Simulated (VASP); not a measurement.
# AlP (F-43m) in VASP: single point with PBE

Aim: the single point of AlP with PBE.

All numbers are computed with VASP 6.6.1; they aren't measurements. Logs are shortened: lines on timing, memory, paths and dates and some standing lists are left out, and cuts for length are marked.

## (1) The cell of the first run

Symmetry: F-43m, No. 216, cubic system. The conventional cell has a = 5.451 Å, b = 5.451 Å, c = 5.451 Å, α = 90.00°, β = 90.00°, γ = 90.00°. Al (site symmetry -43m) has 4 P at 2.36 Å within 3.1 Å. Within 3.1 Å of P (site symmetry -43m) lie 4 Al at 2.36 Å.

## (2) Single point, PBE

INCAR reads:

```
  PREC = Accurate
  ENCUT = 500
  EDIFF = 1E-6
  ISMEAR = 0
  SIGMA = 0.01
  LREAL = False
  LASPH = True
  NELM = 120
  ALGO = Normal
  ISIF = 2
  LWAVE = False
  LCHARG = True
  GGA = PE
  LELF = True
  LVHAR = True
  NBANDS = 11
  GGA_COMPAT = False
```

KPOINTS reads:

```
Automatic mesh
0
Gamma
  4 4 4
```

POSCAR reads:

```
AlP
1.0
    0.0000000000      2.7255000000      2.7255000000
    2.7255000000      0.0000000000      2.7255000000
    2.7255000000      2.7255000000      0.0000000000
Al P
1 1
Direct
    0.0000000000      0.0000000000      0.0000000000
    0.2500000000      0.2500000000      0.2500000000
```

Potentials or basis: VASP PAW PBE potentials, release 64 (Al, P).

Started as:

```bash
$ cat potpaw_PBE.64/Al/POTCAR potpaw_PBE.64/P/POTCAR > POTCAR
$ mpirun -np 1 vasp_std > vasp.out
```

OUTCAR:

```text
PREC = Accurate
   ENCUT = 500
   EDIFF = 1E-6
   ISMEAR = 0
   LREAL = False
   LASPH = True
   NELM = 120
   ISIF = 2
   GGA = PE

 ion  position               nearest neighbor table
   1  0.000  0.000  0.000-   2 2.36   2 2.36   2 2.36   2 2.36
   2  0.250  0.250  0.250-   1 2.36   1 2.36   1 2.36   1 2.36

  LATTYP: Found a face centered cubic cell.
 ALAT       =     5.4510000000

  Lattice vectors:

 A1 = (   0.0000000000,   2.7255000000,   2.7255000000)
 A2 = (   2.7255000000,   0.0000000000,   2.7255000000)
 A3 = (   2.7255000000,   2.7255000000,   0.0000000000)

Analysis of symmetry for initial positions (statically):
=====================================================================
 Subroutine PRICEL returns:
 Original cell was already a primitive cell.

 Routine SETGRP: Setting up the symmetry group for a
 face centered cubic supercell.

 Subroutine GETGRP returns: Found 24 space group operations
 (whereof 24 operations were pure point group operations)
 out of a pool of 48 trial point group operations.

The static configuration has the point symmetry T_d .

Analysis of symmetry for dynamics (positions and initial velocities):
=====================================================================
 Subroutine PRICEL returns:
 Original cell was already a primitive cell.

 Routine SETGRP: Setting up the symmetry group for a
 face centered cubic supercell.

 Subroutine GETGRP returns: Found 24 space group operations
 (whereof 24 operations were pure point group operations)
 out of a pool of 48 trial point group operations.

The dynamic configuration has the point symmetry T_d .

 Subroutine INISYM returns: Found 24 space group operations
 (whereof 24 operations are pure point group operations),
 and found     1 'primitive' translations

----------------------------------------------------------------------------------------

                                     Primitive cell

  volume of cell :      40.4919

  direct lattice vectors                    reciprocal lattice vectors
     0.000000000  2.725500000  2.725500000    -0.183452578  0.183452578  0.183452578
     2.725500000  0.000000000  2.725500000     0.183452578 -0.183452578  0.183452578
     2.725500000  2.725500000  0.000000000     0.183452578  0.183452578 -0.183452578

  length of vectors
     3.854439064  3.854439064  3.854439064     0.317749185  0.317749185  0.317749185

  position of ions in fractional coordinates (direct lattice)
     0.000000000  0.000000000  0.000000000
     0.250000000  0.250000000  0.250000000

  ion indices of the primitive-cell ions
   primitive index   ion index
                 1           1
                 2           2

----------------------------------------------------------------------------------------

 KPOINTS: Automatic mesh

Automatic generation of k-mesh.
 Grid dimensions read from file:
 generate k-points for:    4    4    4

 Generating k-lattice:

  Cartesian coordinates                     Fractional coordinates (reciprocal lattice)
    -0.045863144  0.045863144  0.045863144     0.250000000  0.000000000  0.000000000
     0.045863144 -0.045863144  0.045863144     0.000000000  0.250000000  0.000000000
     0.045863144  0.045863144 -0.045863144     0.000000000  0.000000000  0.250000000

  Length of vectors
     0.079437296  0.079437296  0.079437296

  Shift w.r.t. Gamma in fractional coordinates (k-lattice)
     0.000000000  0.000000000  0.000000000

 Subroutine IBZKPT returns following result:
 ===========================================

 Found      8 irreducible k-points:

 Following reciprocal coordinates:
            Coordinates               Weight
  0.000000  0.000000  0.000000      1.000000
  0.250000  0.000000  0.000000      8.000000
  0.500000  0.000000  0.000000      4.000000
  0.250000  0.250000  0.000000      6.000000
  0.500000  0.250000  0.000000     24.000000
 -0.250000  0.250000  0.000000     12.000000
  0.500000  0.500000  0.000000      3.000000
 -0.250000  0.500000  0.250000      6.000000
   k-points           NKPTS =      8   k-points in BZ     NKDIM =      8   number of bands    NBANDS=     11
   number of dos      NEDOS =    301   number of ions     NIONS =      2
   total plane-waves  NPLWV =  21952
   dimension x,y,z NGX =    28 NGY =   28 NGZ =   28
   dimension x,y,z NGXF=    56 NGYF=   56 NGZF=   56
   ions per type =               1   1
   NGX,Y,Z   is equivalent  to a cutoff of  12.08, 12.08, 12.08 a.u.
   NGXF,Y,Z  is equivalent  to a cutoff of  24.15, 24.15, 24.15 a.u.
 SYSTEM =  unknown system
   PREC   = accura    normal or accurate (medium, high low for compatibility)
   ISTART =      0    job   : 0-new  1-cont  2-samecut
   ICHARG =      2    charge: 1-file 2-atom 10-const
   ISPIN  =      1    spin polarized calculation?
   LNONCOLLINEAR =      F non collinear calculations
   LSORBIT =      F    spin-orbit coupling
   LASPH  =      T    aspherical Exc in radial PAW
   ENCUT  =  500.0 eV  36.75 Ry    6.06 a.u.   7.03  7.03  7.03*2*pi/ulx,y,z
   NELM   =    120;   NELMIN=  2; NELMDL= -5     # of ELM steps
   EDIFF  = 0.1E-05   stopping-criterion for ELM
   LREAL  =      F    real-space projection
   EDIFFG = 0.1E-04   stopping-criterion for IOM
   NSW    =      0    number of steps for IOM
   IBRION =     -1    ionic relax: 0-MD 1-quasi-New 2-CG
   NFREE  =      0    steps in history (QN), initial steepest desc. (CG)
   ISIF   =      2    stress and relaxation
   ISYM   =      2    0-nonsym 1-usesym 2-fastsym
   POTIM  = 0.5000    time-step for ionic-motion
   TEBEG  =    0.0;   TEEND  =   0.0 temperature during run
   PSTRESS=    0.0 pullay stress
   NELECT =       8.0000    total number of electrons
   NUPDOWN=      -1.0000    fix difference up-down
   EMIN   =  10.00;   EMAX   =-10.00  energy-range for DOS
   EFERMI =   0.00;   METHOD = LEGACY
   ISMEAR =     0;   SIGMA  =   0.01  broadening in eV -4-tet -1-fermi 0-gaus
   EFERMI_NEDOS =   21; number of points for ismear=-14 and -15
   IALGO  =     38    algorithm
   IMIX   =      4    mixing-type and parameters
     AMIX     =   0.40;   BMIX     =  1.00
     AMIX_MAG =   1.60;   BMIX_MAG =  1.00
  volume/ion in A,a.u.               =      20.25       136.63
  Fermi-wavevector in a.u.,A,eV,Ry     =   0.953488  1.801831 12.369596  0.909140
  Thomas-Fermi vector in A             =   2.082148
   LORBIT       =      0    0 simple, 1 ext, 2 COOP (PROOUT), +10 PAW based schemes
   GGA     = PE    functional components
   LHFCALC =     F    Hartree Fock is set to
   AEXX    =    0.0000 exact exchange contribution
   IVDW    =     0    specifies the selected vdW correction
   LEPSILON=     F    determine dielectric tensor
   LRPA    =     F    only Hartree local field effects (RPA)
 non-spin polarized calculation
 Gauss-broadening in eV      SIGMA  =   0.01
  energy-cutoff  :      500.00
  volume of cell :       40.49
 maximum number of plane-waves:      1056
   NGX = 13   NGY = 13   NGZ = 13

 number of electron       8.0000000 magnetization

 Free energy of the ion-electron system (eV)
  ---------------------------------------------------
  ext. energy  EPLUGINS =         0.00000000
  ---------------------------------------------------
  free energy    TOTEN  =       -10.27060856 eV

  energy without entropy =      -10.27060856  energy(sigma->0) =      -10.27060856

 E-fermi :   4.7079     XC(G=0):  -9.2110

 val. band max:        4.6646371305   @ k =   0.0000   0.0000   0.0000
 cond. band min:       6.2096146674   @ k =   0.5000   0.5000   0.0000
 fundamental gap:      1.5449775369
 Fermi energy:         4.7079062695

 k-point     1 :       0.0000    0.0000    0.0000
  band No.  band energies     occupation
      1      -6.8744      2.00000
      2       4.6646      2.00000
      3       4.6646      2.00000
      4       4.6646      2.00000
      5       8.0071      0.00000
      6       9.2077      0.00000
      7       9.2077      0.00000
      8       9.2077      0.00000
      9      13.4828      0.00000
     10      13.4828      0.00000
     11      14.9706      0.00000

 k-point     2 :       0.2500    0.0000    0.0000
  band No.  band energies     occupation
      1      -6.2111      2.00000
      2       1.4729      2.00000
      3       4.2176      2.00000
      4       4.2176      2.00000
      5       7.9962      0.00000
      6       9.7986      0.00000
      7       9.7986      0.00000
      8      11.6285      0.00000
      9      12.9738      0.00000
     10      12.9738      0.00000
     11      15.0403      0.00000

 k-point     3 :       0.5000    0.0000    0.0000
  band No.  band energies     occupation
      1      -5.1761      2.00000
      2      -0.9021      2.00000
      3       3.8946      2.00000
      4       3.8946      2.00000
      5       7.4818      0.00000
      6       9.4602      0.00000
      7       9.4602      0.00000
      8      12.9377      0.00000
      9      16.1964      0.00000
     10      16.1964      0.00000
     11      16.5504      0.00000

 k-point     4 :       0.2500    0.2500    0.0000
  band No.  band energies     occupation
      1      -5.9827      2.00000
      2       1.7660      2.00000
      3       3.3629      2.00000
      4       3.3629      2.00000
      5       7.5052      0.00000
      6       8.7381      0.00000
      7      11.7503      0.00000
      8      11.7503      0.00000
      9      12.6935      0.00000
     10      14.6656      0.00000
     11      18.4237      0.00000

 k-point     5 :       0.5000    0.2500    0.0000
  band No.  band energies     occupation
      1      -4.9099      2.00000
      2      -0.2658      2.00000
      3       1.9796      2.00000
      4       3.1018      2.00000
      5       7.4348      0.00000
      6       9.9700      0.00000
      7      11.5758      0.00000
      8      11.7819      0.00000
      9      15.5215      0.00000
     10      16.2771      0.00000
     11      17.9995      0.00000

 k-point     6 :      -0.2500    0.2500    0.0000
  band No.  band energies     occupation
      1      -5.2999      2.00000
      2       0.2985      2.00000
      3       1.8107      2.00000
      4       3.8152      2.00000
      5       8.4223      0.00000
      6      10.7681      0.00000
      7      10.8607      0.00000
      8      11.2930      0.00000
      9      12.2792      0.00000
     10      15.7619      0.00000
     11      17.9758      0.00000

 k-point     7 :       0.5000    0.5000    0.0000
  band No.  band energies     occupation
      1      -4.5038      2.00000
      2      -0.6773      2.00000
      3       2.5427      2.00000
      4       2.5427      2.00000
      5       6.2096      0.00000
      6       7.1092      0.00000
      7      15.7643      0.00000
      8      15.7643      0.00000
      9      16.7611      0.00000
     10      16.7611      0.00000
     11      16.7906      0.00000

 k-point     8 :      -0.2500    0.5000    0.2500
  band No.  band energies     occupation
      1      -4.4530      2.00000
      2      -0.2844      2.00000
      3       1.4639      2.00000
      4       1.8215      2.00000
      5       8.9760      0.00000
      6      10.6170      0.00000
      7      10.7976      0.00000
      8      11.0415      0.00000
      9      15.9771      0.00000
     10      16.6380      0.00000
     11      18.0099      0.00000

------------------------ aborting loop because EDIFF is reached ----------------------------------------

  FORCE on cell =-STRESS in cart. coord.  units (eV):
  Direction    XX          YY          ZZ          XY          YZ          ZX
  --------------------------------------------------------------------------------------
  -------------------------------------------------------------------------------------
  Total        0.7720156      0.7720156      0.7720156      0.0000000     -0.0000000     -0.0000000
  in kB       30.5469674     30.5469674     30.5469674      0.0000000     -0.0000000     -0.0000000
  external PRESSURE =      30.5469674 kB  Pullay stress =       0.0000000 kB

 VOLUME and BASIS-vectors are now :
 -----------------------------------------------------------------------------
  energy-cutoff  :      500.00
  volume of cell :       40.49
      direct lattice vectors                 reciprocal lattice vectors
     0.000000000  2.725500000  2.725500000    -0.183452578  0.183452578  0.183452578
     2.725500000  0.000000000  2.725500000     0.183452578 -0.183452578  0.183452578
     2.725500000  2.725500000  0.000000000     0.183452578  0.183452578 -0.183452578

 POSITION                                       TOTAL-FORCE (eV/Angst)
 -----------------------------------------------------------------------------------
      0.00000      0.00000      0.00000         0.000000      0.000000      0.000000
      1.36275      1.36275      1.36275        -0.000000     -0.000000     -0.000000
 -----------------------------------------------------------------------------------
    total drift:                               -0.000000     -0.000000     -0.000000

  FREE ENERGIE OF THE ION-ELECTRON SYSTEM (eV)
  ---------------------------------------------------
  free  energy   TOTEN  =       -10.2706085611 eV

  energy  without entropy=      -10.2706085611  energy(sigma->0) =      -10.27060856
```

Run time: 4.7 s. Hardware: 1 thread of Intel Xeon 6975P-C, shared host; peak memory 0.15 GiB.

Results:

```
Free energy            : -10.2706 eV
Pressure               : 3.1 GPa
Band gap on the k mesh : 1.54 eV, indirect (least direct gap 3.34 eV)
```

Levels at points of the mesh, in eV from the valence-band top:
```
           k point  band 1  band 2  band 3  band 4  band 5  band 6  band 7  band 8
(0.00, 0.00, 0.00)  -11.54    0.00    0.00    0.00    3.34    4.54    4.54    4.54
(0.50, 0.00, 0.00)   -9.84   -5.57   -0.77   -0.77    2.82    4.80    4.80    8.27
(0.50, 0.50, 0.00)   -9.17   -5.34   -2.12   -2.12    1.54    2.44   11.10   11.10
```

Caveat: the k points lie up to 0.50 Å⁻¹ apart. A k mesh can miss the band edges.
